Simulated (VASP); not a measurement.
Input of a VASP 6.6.1 run:

POSCAR

```
CdS
1.0
    0.0000000000      2.7532400000      2.7532400000
    2.7532400000      0.0000000000      2.7532400000
    2.7532400000      2.7532400000      0.0000000000
Cd S
1 1
Direct
    0.0000000000      0.0000000000      0.0000000000
    0.5000000000      0.5000000000      0.5000000000
```

File INCAR.step1:

```
ALGO     = Normal         # electronic algorithm
EDIFF    = 1E-5           # SCF threshold, eV
ENCUT    = 550            # plane-wave cutoff, eV
GGA      = PE             # functional
GGA_COMPAT= False        
ISMEAR   = -1             # smearing method
LASPH    = True           # aspherical terms in the spheres
LCHARG   = False          # write CHGCAR
LREAL    = False          # projectors in reciprocal space
LWAVE    = True           # write WAVECAR
NBANDS   = 16             # bands
NELM     = 120            # most SCF steps
PREC     = Accurate       # precision mode
SIGMA    = 0.1            # smearing width, eV
```

INCAR.step2

```
ALGO     = Normal         # electronic algorithm
EDIFF    = 1E-6           # SCF threshold, eV
ENCUT    = 550            # plane-wave cutoff, eV
GGA_COMPAT= False        
ISIF     = 2              # what is computed and relaxed
ISMEAR   = -1             # smearing method
ISTART   = 1            
LASPH    = True           # aspherical terms in the spheres
LCHARG   = False          # write CHGCAR
LMIXTAU  = True         
LREAL    = False          # projectors in reciprocal space
LWAVE    = False          # write WAVECAR
METAGGA  = R2SCAN         # meta-GGA
NBANDS   = 16             # bands
NELM     = 120            # most SCF steps
PREC     = Accurate       # precision mode
SIGMA    = 0.1            # smearing width, eV
```

Contents of KPOINTS:

```
k-points
0
Gamma
  5 5 5
```

Potentials or basis: VASP PAW PBE potentials, release 64 (Cd, S).

Launch:

```console
$ cat potpaw_PBE.64/Cd/POTCAR potpaw_PBE.64/S/POTCAR > POTCAR
$ cp INCAR.step1 INCAR
$ mpirun -np 1 vasp_std > vasp.out
$ cp INCAR.step2 INCAR
$ mpirun -np 1 vasp_std > vasp.out
```

(1) What does it give for the pressure?

(2) Predict the band gap on the k mesh.

Results:

(1) -1.7 GPa.

(2) 1.22 eV, indirect (least direct gap 2.14 eV).

Caveat: the PAW data sets were made with another functional, which shifts forces and pressure a little.
